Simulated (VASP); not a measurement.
Input of a VASP 6.6.1 run:

INCAR

```
SYSTEM = FeO
PREC = Accurate ; ENCUT = 600
EDIFF = 1E-6 ; ISMEAR = 0
SIGMA = 0.1 ; LREAL = .FALSE.
LASPH = .TRUE. ; NELM = 120
ALGO = Normal ; ISIF = 2
LWAVE = .FALSE. ; LCHARG = .TRUE.
GGA = PE ; LELF = .TRUE.
LVHAR = .TRUE. ; NBANDS = 22
GGA_COMPAT = .FALSE.
```

Contents of KPOINTS:

```
Automatic mesh
0
G
  16 16 8
  0 0 0
```

The input POSCAR:

```
FeO
1.0
    2.6281662533     -1.6021035014      0.0000000000
    2.6281662533      1.6021035014      0.0000000000
   -1.3498295265      0.0000000000      5.0800586090
Fe O
2 2
Direct
    0.5000000000      0.5000000000      0.5000000000
    0.0000000000      0.0000000000      0.0000000000
    0.7500000000      0.7500000000      0.2500000000
    0.2500000000      0.2500000000      0.7500000000
```

Potentials or basis: VASP PAW PBE potentials, release 64 (Fe, O).

Command:

```sh
$ cat potpaw_PBE.64/Fe/POTCAR potpaw_PBE.64/O/POTCAR > POTCAR
$ mpirun -np 1 vasp_std > vasp.out
```

Estimate the pressure.

-29.9 GPa.

Estimate the band gap on the k mesh.

zero (bands 14 and 15 overlap by 0.46 eV).

Stress tensor (GPa, compression positive):
```
-30.28   0.00   0.60
  0.00 -29.50   0.00
  0.60   0.00 -29.96
```

Caveat: the cell stands under tension; the run has no spin polarisation, though such a crystal can be magnetic; semilocal functionals often make such compounds metallic where correlation or magnetic order opens a gap, which also shifts bond lengths. Spin polarisation is off, so any magnetic state and its effect on volume and gap are missing.
